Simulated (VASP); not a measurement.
Input of a VASP 6.6.1 run:

The input POSCAR:

```
InSb
1.0
    0.0000000000      3.2467178874      3.2467178874
    3.2467178874      0.0000000000      3.2467178874
    3.2467178874      3.2467178874      0.0000000000
In Sb
1 1
Direct
    0.0000000000      0.0000000000      0.0000000000
    0.2500000000      0.2500000000      0.2500000000
```

File INCAR.step1:

```
ALGO = Normal ; EDIFF = 1E-4
ENCUT = 520 ; GGA = PE
ISMEAR = -1 ; LASPH = True
LCHARG = False ; LREAL = False
LWAVE = True ; NBANDS = 16
NELM = 100 ; PREC = Accurate
SIGMA = 0.02
```

INCAR.step2

```
ALGO = Normal ; EDIFF = 1E-6
ENCUT = 520 ; ISIF = 2
ISMEAR = -1 ; ISTART = 1
LASPH = True ; LCHARG = False
LMIXTAU = True ; LREAL = False
LWAVE = False ; METAGGA = R2SCAN
NBANDS = 16 ; NELM = 100
PREC = Accurate ; SIGMA = 0.02
```

The input KPOINTS:

```
k-points
0
Gamma
  6 6 6
```

Potentials or basis: VASP PAW PBE potentials, release 64 (In_d, Sb).

Command:

```bash
$ cat potpaw_PBE.64/In_d/POTCAR potpaw_PBE.64/Sb/POTCAR > POTCAR
$ cp INCAR.step1 INCAR
$ mpirun -np 1 vasp_std > vasp.out
$ cp INCAR.step2 INCAR
$ mpirun -np 1 vasp_std > vasp.out
```

Question: Predict the pressure.

Answer: 1.3 GPa.

Question: What does it give for the band gap on the k mesh?

Answer: 0.20 eV.

Caveat: the cell differs from its parent crystal (strain -1.0%); the PAW data sets were made with another functional, which shifts forces and pressure a little; spin-orbit coupling is left out, which moves the levels of the heavy elements.
